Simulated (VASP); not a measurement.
# In (I4/mmm) in VASP: further runs, part 2 of 2

VASP 6.6.1.

### Step 3. Single point, PBE (24.19 Å³/atom)

File INCAR:

```
PREC = Accurate
ENCUT = 520
EDIFF = 1E-7
ISMEAR = 0
SIGMA = 0.15
LREAL = F
LASPH = T
NELM = 60
ALGO = Fast
ISIF = 2
LWAVE = F
LCHARG = T
GGA = PE
LELF = T
LVHAR = T
NBANDS = 12
```

File KPOINTS:

```
regular mesh
0
Gamma
  20 20 20
```

File POSCAR:

```
In
1.0
   -1.5603961635      1.5603961635      2.4841506923
    1.5603961635     -1.5603961635      2.4841506923
    1.5603961635      1.5603961635     -2.4841506923
In
1
Direct
    0.0000000000      0.0000000000      0.0000000000
```

Potentials or basis: VASP PAW PBE potentials, release 64 (In_d).

The run is started by

```
$ cat potpaw_PBE.64/In_d/POTCAR > POTCAR
$ mpirun -np 1 vasp_std > vasp.out
```

OUTCAR:

```text
PREC = Accurate
   ENCUT = 520
   EDIFF = 1E-7
   ISMEAR = 0
   LREAL = F
   LASPH = T
   NELM = 60
   ISIF = 2
   GGA = PE

 ion  position               nearest neighbor table
   1  0.000  0.000  0.000-

  LATTYP: Found a body centered tetragonal cell.
 ALAT       =     3.1207923270
 C/A-ratio  =     1.5920000000

  Lattice vectors:

 A1 = (  -1.5603961635,   1.5603961635,   2.4841506923)
 A2 = (   1.5603961635,  -1.5603961635,   2.4841506923)
 A3 = (   1.5603961635,   1.5603961635,  -2.4841506923)

Analysis of symmetry for initial positions (statically):
=====================================================================
 Subroutine PRICEL returns:
 Original cell was already a primitive cell.

 Routine SETGRP: Setting up the symmetry group for a
 body centered tetragonal supercell.

 Subroutine GETGRP returns: Found 16 space group operations
 (whereof 16 operations were pure point group operations)
 out of a pool of 16 trial point group operations.

The static configuration has the point symmetry D_4h.

Analysis of symmetry for dynamics (positions and initial velocities):
=====================================================================
 Subroutine PRICEL returns:
 Original cell was already a primitive cell.

 Routine SETGRP: Setting up the symmetry group for a
 body centered tetragonal supercell.

 Subroutine GETGRP returns: Found 16 space group operations
 (whereof 16 operations were pure point group operations)
 out of a pool of 16 trial point group operations.

The dynamic configuration has the point symmetry D_4h.

 Subroutine INISYM returns: Found 16 space group operations
 (whereof 16 operations are pure point group operations),
 and found     1 'primitive' translations

----------------------------------------------------------------------------------------

                                     Primitive cell

[... 114 lines left out ...]
   LHFCALC =     F    Hartree Fock is set to
   AEXX    =    0.0000 exact exchange contribution
   IVDW    =     0    specifies the selected vdW correction
   LEPSILON=     F    determine dielectric tensor
   LRPA    =     F    only Hartree local field effects (RPA)
 non-spin polarized calculation
 RMM-DIIS sequential band-by-band and
 Gauss-broadening in eV      SIGMA  =   0.15
  energy-cutoff  :      520.00
  volume of cell :       24.19
 maximum number of plane-waves:       666
 NGX is ok and might be reduce to    28
   NGX = 13   NGY = 13   NGZ = 13

 number of electron      12.9999998 magnetization

 Free energy of the ion-electron system (eV)
  ---------------------------------------------------
  ext. energy  EPLUGINS =         0.00000000
  ---------------------------------------------------
  free energy    TOTEN  =        -2.50302645 eV

  energy without entropy =       -2.49818174  energy(sigma->0) =       -2.50060410

 E-fermi :   8.4834     XC(G=0): -10.6296

 val. band max:        8.4803174384   @ k =   0.3000   0.2000   0.0500
 cond. band min:       8.4901652636   @ k =  -0.3000   0.5000   0.3000
 fundamental gap:      0.0098478252
 Fermi energy:         8.4834312095

 k-point     1 :       0.0000    0.0000    0.0000
  band No.  band energies     occupation
      1      -6.4326      2.00000
      2      -6.2160      2.00000
      3      -6.2160      2.00000
      4      -6.1893      2.00000
      5      -5.9831      2.00000
      6      -1.6593      2.00000
      7      19.7148      0.00000
      8      19.7148      0.00000
      9      20.0059      0.00000
     10      20.2785      0.00000
     11      22.9512      0.00000
     12      23.1563      0.00000
[... 331 lines left out ...]
 k-point    24 :      -0.3500    0.0500   -0.0000
  band No.  band energies     occupation
      1      -6.3549      2.00000
      2      -6.3324      2.00000
      3      -6.1737      2.00000
      4      -5.9962      2.00000
      5      -5.9445      2.00000
      6       1.1160      2.00000
      7       9.0835      0.00000
      8      16.0961      0.00000
      9      18.5293      0.00000
     10      20.2796      0.00000
     11      20.6091      0.00000
     12      23.2085      0.00000

 [... further k-points ...]

------------------------ aborting loop because EDIFF is reached ----------------------------------------

  FORCE on cell =-STRESS in cart. coord.  units (eV):
  Direction    XX          YY          ZZ          XY          YZ          ZX
  --------------------------------------------------------------------------------------
  -------------------------------------------------------------------------------------
  Total        0.9574119      0.9574119      0.9222061      0.0000000      0.0000000      0.0000000
  in kB       63.4018221     63.4018221     61.0704204      0.0000000      0.0000000      0.0000000
  external PRESSURE =      62.6246882 kB  Pullay stress =       0.0000000 kB

 VOLUME and BASIS-vectors are now :
 -----------------------------------------------------------------------------
  energy-cutoff  :      520.00
  volume of cell :       24.19
      direct lattice vectors                 reciprocal lattice vectors
    -1.560396164  1.560396164  2.484150692     0.000000000  0.320431447  0.201276034
     1.560396164 -1.560396164  2.484150692     0.320431447  0.000000000  0.201276034
     1.560396164  1.560396164 -2.484150692     0.320431447  0.320431447  0.000000000

 POSITION                                       TOTAL-FORCE (eV/Angst)
 -----------------------------------------------------------------------------------
      0.00000      0.00000      0.00000         0.000000      0.000000     -0.000000
 -----------------------------------------------------------------------------------
    total drift:                               -0.000000     -0.000000     -0.000000

  FREE ENERGIE OF THE ION-ELECTRON SYSTEM (eV)
  ---------------------------------------------------
  free  energy   TOTEN  =        -2.5030264538 eV

  energy  without entropy=       -2.4981817375  energy(sigma->0) =       -2.50060410
```

It took 2 min on 1 thread of Intel Xeon 6975P-C (Granite Rapids), shared host; peak memory 0.3 GiB.

Results:

```
Free energy            : -2.5030 eV
Pressure               : 6.3 GPa
Band gap on the k mesh : zero (an odd number of electrons rules out a gap without spin polarisation)
```

Stress tensor (GPa, compression positive):
```
6.34 0.00 0.00
0.00 6.34 0.00
0.00 0.00 6.11
```

Caveat: the cell stands under pressure; spin-orbit coupling is left out, which moves the levels of the heavy elements.

### Step 4. Single point, PBE (24.19 Å³/atom)

File INCAR:

```
PREC = Accurate
ENCUT = 520
EDIFF = 1E-7
ISMEAR = 0
SIGMA = 0.15
LREAL = False
LASPH = True
NELM = 60
ALGO = Fast
ISIF = 2
LWAVE = False
LCHARG = True
GGA = PE
LELF = True
LVHAR = True
NBANDS = 12
```

KPOINTS is that of step 3.

File POSCAR:

```
In
1.0
   -1.6573636607      1.6573636607      2.2019733596
    1.6573636607     -1.6573636607      2.2019733596
    1.6573636607      1.6573636607     -2.2019733596
In
1
Direct
    0.0000000000      0.0000000000      0.0000000000
```

The run is started by

```
$ cat potpaw_PBE.64/In_d/POTCAR > POTCAR
$ mpirun -np 1 vasp_std > vasp.out
```

Wall time 66 s (1 thread of Intel Xeon 6975P-C (Granite Rapids), shared host); peak memory 0.28 GiB.

The run converged. Its results:

```yaml
Free_energy: -2.5042 eV
Pressure: 6.2 GPa
Band_gap_on_the_k_mesh: zero (an odd number of electrons rules out a gap without spin polarisation)
```

Levels at points of the mesh, in eV from the Fermi level:
```
           k point  band 3  band 4  band 5  band 6  band 7  band 8  band 9  band 10
(0.00, 0.00, 0.00)  -14.72  -14.62  -14.52  -10.16   11.16   11.32   11.32    11.67
(0.50, 0.00, 0.00)  -14.73  -14.40  -14.36   -4.39   -3.78    8.32    9.22    11.35
(0.50, 0.50, 0.00)  -14.40  -14.37  -14.30   -2.75   -2.36    4.33    4.66     8.15
(0.50, 0.50, 0.50)  -14.40  -14.32  -14.32   -2.03   -1.18    3.56    3.56     7.08
```

Caveat: the cell stands under pressure; spin-orbit coupling is left out, which moves the levels of the heavy elements.

### Step 5. Single point, PBE (25.84 Å³/atom)

This run uses another cell than the first one, of 25.84 Å³/atom.

File INCAR:

```
SYSTEM = In
  PREC = Accurate
  ENCUT = 520
  EDIFF = 1E-7
  ISMEAR = 0
  SIGMA = 0.15
  LREAL = .False.
  LASPH = .True.
  NELM = 100
  ALGO = Fast
  ISIF = 2
  LWAVE = .False.
  LCHARG = .False.
  GGA = PE
  NBANDS = 12
```

File KPOINTS:

```
regular mesh
0
Gamma
  20 20 20
  0 0 0
```

File POSCAR:

```
In
1.0
   -1.5950913474      1.5950913474      2.5393854251
    1.5950913474     -1.5950913474      2.5393854251
    1.5950913474      1.5950913474     -2.5393854251
In
1
Direct
    0.0000000000      0.0000000000      0.0000000000
```

The run is started by

```
$ cat potpaw_PBE.64/In_d/POTCAR > POTCAR
$ mpirun -np 1 vasp_std > vasp.out
```

Run time: 2.3 min. Hardware: 1 thread of Intel Xeon 6975P-C (Granite Rapids), shared host; peak memory 0.31 GiB.

Results (log left out):

```
Free energy            : -2.5479 eV
Pressure               : 2.6 GPa
Band gap on the k mesh : zero (an odd number of electrons rules out a gap without spin polarisation)
```

Stress tensor (GPa, compression positive):
```
2.62 0.00 0.00
0.00 2.62 0.00
0.00 0.00 2.43
```

Levels at points of the mesh, in eV from the Fermi level:
```csv
k point,band 2,band 3,band 4,band 5,band 6,band 7,band 8,band 9,band 10,band 11
"(0.00, 0.00, 0.00)",-14.60,-14.60,-14.58,-14.41,-9.64,10.65,10.65,10.87,11.69,14.09
"(0.50, 0.00, 0.00)",-14.73,-14.58,-14.36,-14.30,-4.29,-3.42,6.99,9.74,10.79,11.44
"(0.50, 0.50, 0.00)",-14.80,-14.35,-14.35,-14.20,-1.83,-1.34,3.25,3.96,6.89,7.27
"(0.50, 0.50, 0.50)",-14.79,-14.32,-14.31,-14.31,-3.43,-2.97,5.21,5.21,8.63,8.79
```

Caveat: spin-orbit coupling is left out, which moves the levels of the heavy elements.

### Step 6. Overview

```csv
cell,gap on the mesh (eV),pressure (GPa)
"a = 3.193 Å, angles 116.0, 116.0, 97.0°, 1 atom",none,6.2
"a = 3.323 Å, angles 124.0, 124.0, 83.2°, 1 atom",none,6.3
"a = 3.216 Å, angles 118.0, 118.0, 93.6°, 1 atom",none,6.2
"a = 3.397 Å, angles 124.0, 124.0, 83.2°, 1 atom",none,2.6
```

Alike in all rows: task single point; level PBE; potentials or basis VASP PAW PBE potentials, release 64 (In_d); no spin polarisation; k mesh 20 × 20 × 20; cutoff (eV) 520; smearing gaussian 0.15 eV.

Caveats: spin-orbit coupling is left out, which moves the levels of the heavy elements; the cell stands under pressure (at least some runs).

Total energies depend on the potentials used, so only differences within one code and one set of settings carry meaning.

The gap in the log of VASP goes by the Fermi energy; the results here count the filled bands.